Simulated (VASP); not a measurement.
Here is a VASP 6.6.1 calculation.

File INCAR:

```
PREC = Accurate
ENCUT = 500
EDIFF = 1E-6
ISMEAR = -1
SIGMA = 0.15
LREAL = F
LASPH = T
NELM = 120
ALGO = Normal
ISIF = 2
LWAVE = F
LCHARG = T
GGA = PS
LELF = T
LVHAR = T
NBANDS = 10
GGA_COMPAT = F
```

Contents of KPOINTS:

```
regular mesh
0
Gamma
  7 7 7
```

File POSCAR:

```
K
1.0
    4.3104394900      0.0000000000      0.0000000000
    0.0000000000      4.3104394900      0.0000000000
    0.0000000000      0.0000000000      4.3104394900
K
1
Direct
    0.0000000000      0.0000000000      0.0000000000
```

Potentials or basis: VASP PAW PBE potentials, release 64 (K_sv).

Run with:

```bash
$ cat potpaw_PBE.64/K_sv/POTCAR > POTCAR
$ mpirun -np 1 vasp_std > vasp.out
```

Problem. What does it give for the pressure?

Solution. -0.1 GPa.

Caveat: the PAW data sets were made with another functional, which shifts forces and pressure a little.
